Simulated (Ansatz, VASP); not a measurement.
# GaB3As4 in VASP and in Ansatz

```xyz
8
Lattice="5.0210 0.0000 0.0000 0.0000 5.0210 0.0000 0.0000 0.0000 5.0210" Properties=species:S:1:pos:R:3 pbc="T T T"
B     2.5105    0.0000    0.0000
B     0.0000    2.5105    0.0000
B     0.0000    0.0000    2.5105
As    3.8445    1.1765    1.1765
As    1.1765    3.8445    1.1765
As    1.1765    1.1765    3.8445
As    3.8445    3.8445    3.8445
Ga    2.5105    2.5105    2.5105
```

Alike in both runs: task single point; functional PBE; k mesh 6 × 6 × 6; occupations fermi-dirac, width 0.02 eV; no spin polarisation.

```csv
,VASP,Ansatz
version,VASP 6.6.1,Ansatz 0.2.0
potentials or method,"VASP PAW PBE potentials, release 64 (B, As, Ga_d)","plane waves, PAW"
plane-wave cutoff (eV),520,420
valence electrons in the cell,42,82
```

|  | VASP | Ansatz | Ansatz less VASP |
| --- | --- | --- | --- |
| pressure (GPa) | 2.7 | 2.3 | -0.39 |
| rms of the force components (eV/Å) | 0.083 | 0.088 | +0.0048 |

The functional is the same, so the differences come from potentials, cutoffs and numerics. VASP's potentials hold 42 valence electrons a cell and Ansatz's 82, so a difference there can come from the potentials and not from the codes.
